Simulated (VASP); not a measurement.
# Pb (Fm-3m) in VASP: a series of runs, part 2 of 2

VASP 6.6.1. The steps go on from the part before.

### Step 5. Single point, BHLYP

This run uses another cell than the first one, of 29.72 Å³/atom.

The input, POSCAR:

```
Pb
1.0
    0.0000000000      2.4584086270      2.4584086270
    2.4584086270      0.0000000000      2.4584086270
    2.4584086270      2.4584086270      0.0000000000
Pb
1
Direct
    0.0000000000      0.0000000000      0.0000000000
```

The input, INCAR.step1:

```
ALGO = Normal
EDIFF = 1E-5
ENCUT = 520
GGA = PE
ISIF = 2
ISMEAR = -1
LASPH = True
LCHARG = False
LREAL = False
LWAVE = True
NBANDS = 13
NELM = 60
PREC = Accurate
SIGMA = 0.05
```

The input, INCAR.step2:

```
AEXX = 0.5
AGGAC = 1.0
AGGAX = 0.5
ALDAC = 0.0
ALDAX = 0.5
ALGO = Normal
EDIFF = 1E-6
ENCUT = 520
GGA = B5
ISIF = 2
ISMEAR = -1
ISTART = 1
LASPH = True
LCHARG = False
LHFCALC = True
LREAL = False
LWAVE = False
NBANDS = 13
NELM = 60
PREC = Accurate
PRECFOCK = Normal
SIGMA = 0.05
```

The input, KPOINTS:

```
k-points
0
Gamma
  5 5 5
```

Potentials or basis: VASP PAW PBE potentials, release 64 (Pb_d).

Run with:

```bash
> cat potpaw_PBE.64/Pb_d/POTCAR > POTCAR
> cp INCAR.step1 INCAR
> mpirun -np 1 vasp_std > vasp.out
> cp INCAR.step2 INCAR
> mpirun -np 1 vasp_std > vasp.out
```

OUTCAR:

```text
AEXX = 0.5
   EDIFF = 1E-6
   ENCUT = 520
   GGA = B5
   ISIF = 2
   ISMEAR = -1
   ISTART = 1
   LASPH = True
   LHFCALC = True
   LREAL = False
   NELM = 60
   PREC = Accurate
   PRECFOCK = Normal

 ion  position               nearest neighbor table
   1  0.000  0.000  0.000-

  LATTYP: Found a face centered cubic cell.
 ALAT       =     4.9168172540

  Lattice vectors:

 A1 = (   0.0000000000,   2.4584086270,   2.4584086270)
 A2 = (   2.4584086270,   0.0000000000,   2.4584086270)
 A3 = (   2.4584086270,   2.4584086270,   0.0000000000)

Analysis of symmetry for initial positions (statically):
=====================================================================
 Subroutine PRICEL returns:
 Original cell was already a primitive cell.

 Routine SETGRP: Setting up the symmetry group for a
 face centered cubic supercell.

 Subroutine GETGRP returns: Found 48 space group operations
 (whereof 48 operations were pure point group operations)
 out of a pool of 48 trial point group operations.

The static configuration has the point symmetry O_h .

Analysis of symmetry for dynamics (positions and initial velocities):
=====================================================================
 Subroutine PRICEL returns:
 Original cell was already a primitive cell.

 Routine SETGRP: Setting up the symmetry group for a
 face centered cubic supercell.

 Subroutine GETGRP returns: Found 48 space group operations
 (whereof 48 operations were pure point group operations)
 out of a pool of 48 trial point group operations.

The dynamic configuration has the point symmetry O_h .

 Subroutine INISYM returns: Found 48 space group operations
 (whereof 48 operations are pure point group operations),
 and found     1 'primitive' translations

----------------------------------------------------------------------------------------

                                     Primitive cell

  volume of cell :      29.7161

  direct lattice vectors                    reciprocal lattice vectors
     0.000000000  2.458408627  2.458408627    -0.203383601  0.203383601  0.203383601
     2.458408627  0.000000000  2.458408627     0.203383601 -0.203383601  0.203383601
     2.458408627  2.458408627  0.000000000     0.203383601  0.203383601 -0.203383601

  length of vectors
     3.476714822  3.476714822  3.476714822     0.352270731  0.352270731  0.352270731

  position of ions in fractional coordinates (direct lattice)
     0.000000000  0.000000000  0.000000000

  ion indices of the primitive-cell ions
   primitive index   ion index
                 1           1

----------------------------------------------------------------------------------------

 KPOINTS: k-points

Automatic generation of k-mesh.
 Grid dimensions read from file:
 generate k-points for:    5    5    5

 Generating k-lattice:

  Cartesian coordinates                     Fractional coordinates (reciprocal lattice)
    -0.040676720  0.040676720  0.040676720     0.200000000  0.000000000  0.000000000
     0.040676720 -0.040676720  0.040676720     0.000000000  0.200000000  0.000000000
     0.040676720  0.040676720 -0.040676720     0.000000000  0.000000000  0.200000000

  Length of vectors
     0.070454146  0.070454146  0.070454146
[... 26 lines left out ...]
   ions per type =               1
   NGX,Y,Z   is equivalent  to a cutoff of  13.39, 13.39, 13.39 a.u.
   NGXF,Y,Z  is equivalent  to a cutoff of  26.78, 26.78, 26.78 a.u.
 SYSTEM =  unknown system
   PREC   = accura    normal or accurate (medium, high low for compatibility)
   ISTART =      1    job   : 0-new  1-cont  2-samecut
   ICHARG =      0    charge: 1-file 2-atom 10-const
   ISPIN  =      1    spin polarized calculation?
   LNONCOLLINEAR =      F non collinear calculations
   LSORBIT =      F    spin-orbit coupling
   LASPH  =      T    aspherical Exc in radial PAW
   ENCUT  =  520.0 eV  38.22 Ry    6.18 a.u.   6.46  6.46  6.46*2*pi/ulx,y,z
   NELM   =     60;   NELMIN=  2; NELMDL=  0     # of ELM steps
   EDIFF  = 0.1E-05   stopping-criterion for ELM
   LREAL  =      F    real-space projection
   EDIFFG = 0.1E-04   stopping-criterion for IOM
   NSW    =      0    number of steps for IOM
   IBRION =     -1    ionic relax: 0-MD 1-quasi-New 2-CG
   NFREE  =      0    steps in history (QN), initial steepest desc. (CG)
   ISIF   =      2    stress and relaxation
   ISYM   =      3    0-nonsym 1-usesym 2-fastsym
   POTIM  = 0.5000    time-step for ionic-motion
   TEBEG  =    0.0;   TEEND  =   0.0 temperature during run
   PSTRESS=    0.0 pullay stress
   NELECT =      14.0000    total number of electrons
   NUPDOWN=      -1.0000    fix difference up-down
   EMIN   =  10.00;   EMAX   =-10.00  energy-range for DOS
   EFERMI =   0.00;   METHOD = LEGACY
   ISMEAR =    -1;   SIGMA  =   0.05  broadening in eV -4-tet -1-fermi 0-gaus
   EFERMI_NEDOS =   21; number of points for ismear=-14 and -15
   IALGO  =     38    algorithm
   IMIX   =      1    mixing-type and parameters
     AMIX     =   0.40;   BMIX     =  1.00
     AMIX_MAG =   1.60;   BMIX_MAG =  1.00
  volume/ion in A,a.u.               =      29.72       200.53
  Fermi-wavevector in a.u.,A,eV,Ry     =   1.273855  2.407238 22.078274  1.622707
  Thomas-Fermi vector in A             =   2.406656
   LORBIT       =      0    0 simple, 1 ext, 2 COOP (PROOUT), +10 PAW based schemes
   GGA     = B5    functional components
   LHFCALC =     T    Hartree Fock is set to
   PRECFOCK=normal    Normal, Fast or Accurate (Low or Medium for compatibility)
   ENCUT4O =  -1.0   cutoff for four orbital integrals eV
   NKREDX  =     1    reduce k-point grid by
   NKREDY  =     1    reduce k-point grid by
   NKREDZ  =     1    reduce k-point grid by
   AEXX    =    0.5000 exact exchange contribution
   HFSCREEN=    0.0000 screening length (either q_TF or 0.3 A-1)
   HFSCREENC=   0.0000 screening length for correlation (either q_TF or 0.3 A-1)
   ENCUTFOCK=  -1.0 apply spherical cutoff to Coloumb kernel
   IVDW    =     0    specifies the selected vdW correction
   LEPSILON=     F    determine dielectric tensor
   LRPA    =     F    only Hartree local field effects (RPA)
 non-spin polarized calculation
  energy-cutoff  :      520.00
  volume of cell :       29.72
 maximum number of plane-waves:       821
 NGX is ok and might be reduce to    28
  NGX = 20; NGY = 20; NGZ = 20

 number of electron      13.9999999 magnetization

 Free energy of the ion-electron system (eV)
  ---------------------------------------------------
  ext. energy  EPLUGINS =         0.00000000
  ---------------------------------------------------
  free energy    TOTEN  =        -4.79995031 eV

  energy without entropy =       -4.78724828  energy(sigma->0) =       -4.79359930

 E-fermi :   7.2851     XC(G=0):  -5.3660

 val. band max:        7.2595569365   @ k =  -0.4000   0.4000   0.2000
 cond. band min:       8.9019191903   @ k =  -0.2000   0.2000   0.0000
 fundamental gap:      1.6423622538
 Fermi energy:         7.2850982335

 k-point     1 :       0.0000    0.0000    0.0000
  band No.  band energies     occupation
      1     -13.9445      2.00000
      2     -13.9445      2.00000
      3     -13.9445      2.00000
      4     -13.7748      2.00000
      5     -13.7748      2.00000
      6      -7.6327      2.00000
      7      17.6372      0.00000
      8      17.6372      0.00000
      9      17.6372      0.00000
     10      20.1257      0.00000
     11      22.2277      0.00000
     12      22.9083      0.00000
     13      22.9083      0.00000
[... 130 lines left out ...]
  band No.  band energies     occupation
      1     -13.9561      2.00000
      2     -13.9389      2.00000
      3     -13.8107      2.00000
      4     -13.6975      2.00000
      5     -13.6252      2.00000
      6      -1.7863      2.00000
      7       4.9228      2.00000
      8       7.2596      1.25000
      9      10.5273      0.00000
     10      20.1349      0.00000
     11      21.2057      0.00000
     12      22.8296      0.00000
     13      26.9581      0.00000

------------------------ aborting loop because EDIFF is reached ----------------------------------------

  FORCE on cell =-STRESS in cart. coord.  units (eV):
  Direction    XX          YY          ZZ          XY          YZ          ZX
  --------------------------------------------------------------------------------------
  -------------------------------------------------------------------------------------
  Total        0.6470783      0.6470783      0.6470783     -0.0000000      0.0000000      0.0000000
  in kB       34.8879325     34.8879325     34.8879325     -0.0000000      0.0000000      0.0000000
  external PRESSURE =      34.8879325 kB  Pullay stress =       0.0000000 kB

 VOLUME and BASIS-vectors are now :
 -----------------------------------------------------------------------------
  energy-cutoff  :      520.00
  volume of cell :       29.72
      direct lattice vectors                 reciprocal lattice vectors
     0.000000000  2.458408627  2.458408627    -0.203383601  0.203383601  0.203383601
     2.458408627  0.000000000  2.458408627     0.203383601 -0.203383601  0.203383601
     2.458408627  2.458408627  0.000000000     0.203383601  0.203383601 -0.203383601

 POSITION                                       TOTAL-FORCE (eV/Angst)
 -----------------------------------------------------------------------------------
      0.00000      0.00000      0.00000        -0.000000     -0.000000      0.000000
 -----------------------------------------------------------------------------------
    total drift:                               -0.000000      0.000000      0.000000

  FREE ENERGIE OF THE ION-ELECTRON SYSTEM (eV)
  ---------------------------------------------------
  free  energy   TOTEN  =        -4.7999503149 eV

  energy  without entropy=       -4.7872482777  energy(sigma->0) =       -4.79359930
```

It took 4.1 min on 1 thread of AMD EPYC 9R45 (Zen 5), shared host; peak memory 0.13 GiB.

What came out:

```yaml
Free_energy: -4.8000 eV
Pressure: 3.5 GPa
Band_gap_on_the_k_mesh: zero (bands 7 and 8 overlap by 11.14 eV)
```

Caveat: the k points lie up to 0.44 Å⁻¹ apart, too coarse for converged energies and pressures of a metal; the PAW data sets were made with another functional, which shifts forces and pressure a little; spin-orbit coupling is left out, which moves the levels of the heavy elements.

### Step 6. Single point, BHLYP

This run uses another cell than the first one, of 30.32 Å³/atom.

The input, POSCAR:

```
Pb
1.0
    0.0000000000      2.4750200000      2.4750200000
    2.4750200000      0.0000000000      2.4750200000
    2.4750200000      2.4750200000      0.0000000000
Pb
1
Direct
    0.0000000000      0.0000000000      0.0000000000
```

The input, INCAR.step1:

```
SYSTEM = Pb
ALGO = Normal ; EDIFF = 1E-5
ENCUT = 520 ; GGA = PE
ISIF = 2 ; ISMEAR = -1
LASPH = .TRUE. ; LREAL = .FALSE.
LWAVE = .TRUE. ; NBANDS = 13
NELM = 100 ; PREC = Accurate
SIGMA = 0.05
```

The input, INCAR.step2:

```
SYSTEM = Pb
AEXX = 0.5 ; AGGAC = 1.0
AGGAX = 0.5 ; ALDAC = 0.0
ALDAX = 0.5 ; ALGO = Normal
EDIFF = 1E-6 ; ENCUT = 520
GGA = B5 ; ISIF = 2
ISMEAR = -1 ; ISTART = 1
LASPH = .TRUE. ; LCHARG = .TRUE.
LELF = .TRUE. ; LHFCALC = .TRUE.
LREAL = .FALSE. ; LVHAR = .TRUE.
LWAVE = .FALSE. ; NBANDS = 13
NELM = 100 ; PREC = Accurate
PRECFOCK = Normal ; SIGMA = 0.05
```

The input, KPOINTS:

```
k-points
0
G
  5 5 5
  0 0 0
```

Potentials or basis: VASP PAW PBE potentials, release 64 (Pb_d).

Run with:

```bash
> cat potpaw_PBE.64/Pb_d/POTCAR > POTCAR
> cp INCAR.step1 INCAR
> mpirun -np 1 vasp_std > vasp.out
> cp INCAR.step2 INCAR
> mpirun -np 1 vasp_std > vasp.out
```

OUTCAR:

```text
SYSTEM = Pb
   AEXX = 0.5
   EDIFF = 1E-6
   ENCUT = 520
   GGA = B5
   ISIF = 2
   ISMEAR = -1
   ISTART = 1
   LASPH = .TRUE.
   LHFCALC = .TRUE.
   LREAL = .FALSE.
   NELM = 100
   PREC = Accurate
   PRECFOCK = Normal

 ion  position               nearest neighbor table
   1  0.000  0.000  0.000-

  LATTYP: Found a face centered cubic cell.
 ALAT       =     4.9500400000

  Lattice vectors:

 A1 = (   0.0000000000,   2.4750200000,   2.4750200000)
 A2 = (   2.4750200000,   0.0000000000,   2.4750200000)
 A3 = (   2.4750200000,   2.4750200000,   0.0000000000)

Analysis of symmetry for initial positions (statically):
=====================================================================
 Subroutine PRICEL returns:
 Original cell was already a primitive cell.

 Routine SETGRP: Setting up the symmetry group for a
 face centered cubic supercell.

 Subroutine GETGRP returns: Found 48 space group operations
 (whereof 48 operations were pure point group operations)
 out of a pool of 48 trial point group operations.

[... 158 lines left out ...]
 Fermi energy:         7.0781978751

 k-point     1 :       0.0000    0.0000    0.0000
  band No.  band energies     occupation
      1     -14.1609      2.00000
      2     -14.1609      2.00000
      3     -14.1609      2.00000
      4     -14.0011      2.00000
      5     -14.0011      2.00000
      6      -7.6999      2.00000
      7      17.2245      0.00000
      8      17.2245      0.00000
      9      17.2245      0.00000
     10      19.8664      0.00000
     11      21.7146      0.00000
     12      22.5059      0.00000
     13      22.5059      0.00000
[... 130 lines left out ...]
  band No.  band energies     occupation
      1     -14.1706      2.00000
      2     -14.1543      2.00000
      3     -14.0336      2.00000
      4     -13.9275      2.00000
      5     -13.8595      2.00000
      6      -2.0098      2.00000
      7       4.7225      2.00000
      8       7.0527      1.25000
      9      10.2803      0.00000
     10      19.7573      0.00000
     11      20.8514      0.00000
     12      22.4306      0.00000
     13      26.5327      0.00000

------------------------ aborting loop because EDIFF is reached ----------------------------------------

  FORCE on cell =-STRESS in cart. coord.  units (eV):
  Direction    XX          YY          ZZ          XY          YZ          ZX
  --------------------------------------------------------------------------------------
  -------------------------------------------------------------------------------------
  Total        0.4347449      0.4347449      0.4347449     -0.0000000      0.0000000      0.0000000
  in kB       22.9709489     22.9709489     22.9709489     -0.0000000      0.0000000      0.0000000
  external PRESSURE =      22.9709489 kB  Pullay stress =       0.0000000 kB

 VOLUME and BASIS-vectors are now :
 -----------------------------------------------------------------------------
  energy-cutoff  :      520.00
  volume of cell :       30.32
      direct lattice vectors                 reciprocal lattice vectors
     0.000000000  2.475020000  2.475020000    -0.202018570  0.202018570  0.202018570
     2.475020000  0.000000000  2.475020000     0.202018570 -0.202018570  0.202018570
     2.475020000  2.475020000  0.000000000     0.202018570  0.202018570 -0.202018570

 POSITION                                       TOTAL-FORCE (eV/Angst)
 -----------------------------------------------------------------------------------
      0.00000      0.00000      0.00000         0.000000      0.000000      0.000000
 -----------------------------------------------------------------------------------
    total drift:                               -0.000000      0.000000      0.000000

  FREE ENERGIE OF THE ION-ELECTRON SYSTEM (eV)
  ---------------------------------------------------
  free  energy   TOTEN  =        -4.8114764569 eV

  energy  without entropy=       -4.7987744132  energy(sigma->0) =       -4.80512544
```

OUTCAR.step1:

```text
SYSTEM = Pb
   EDIFF = 1E-5
   ENCUT = 520
   GGA = PE
   ISIF = 2
   ISMEAR = -1
   LASPH = .TRUE.
[... 360 lines left out ...]
 -----------------------------------------------------------------------------------
      0.00000      0.00000      0.00000        -0.000000      0.000000     -0.000000
 -----------------------------------------------------------------------------------
    total drift:                               -0.000000     -0.000000     -0.000000

  FREE ENERGIE OF THE ION-ELECTRON SYSTEM (eV)
  ---------------------------------------------------
  free  energy   TOTEN  =        -3.5235369235 eV

  energy  without entropy=       -3.5106856248  energy(sigma->0) =       -3.51711127
```

Wall time 4.4 min (1 thread of AMD EPYC 9R45 (Zen 5), shared host); peak memory 0.14 GiB.

What came out:

| Item | Value |
| --- | --- |
| Free energy | -4.8115 eV |
| Pressure | 2.3 GPa |
| Band gap on the k mesh | zero (bands 7 and 8 overlap by 10.92 eV) |

Caveat: the k points lie up to 0.44 Å⁻¹ apart, too coarse for converged energies and pressures of a metal; the PAW data sets were made with another functional, which shifts forces and pressure a little; spin-orbit coupling is left out, which moves the levels of the heavy elements.

### Step 7. Overview

```tsv
level	cell	k mesh	smearing	grid for exact exchange (PRECFOCK)	share of exact exchange	gap on the mesh (eV)	pressure (GPa)
PBE+D3(BJ)	a = 3.354 Å, angles 60.0°, 1 atom	9 × 9 × 9	fermi-dirac 0.025 eV	-	-	none	8.3
BHLYP	a = 3.429 Å, angles 60.0°, 1 atom	5 × 5 × 5	fermi-dirac 0.05 eV	Normal	0.5	none	6.3
BHLYP	a = 3.453 Å, angles 60.0°, 1 atom	5 × 5 × 5	fermi-dirac 0.05 eV	Normal	0.5	none	4.8
BHLYP	a = 3.477 Å, angles 60.0°, 1 atom	5 × 5 × 5	fermi-dirac 0.05 eV	Normal	0.5	none	3.5
BHLYP	a = 3.500 Å, angles 60.0°, 1 atom	5 × 5 × 5	fermi-dirac 0.05 eV	Normal	0.5	none	2.3
```

Alike in all rows: task single point; potentials or basis VASP PAW PBE potentials, release 64 (Pb_d); no spin polarisation; cutoff (eV) 520.

Caveats: some runs use coarse meshes; spin-orbit coupling is left out, which moves the levels of the heavy elements; the PAW data sets were made with another functional, which shifts forces and pressure a little (at least some runs); the cell stands under pressure (at least some runs).

Absolute energies hang on the potentials; compare differences alone.
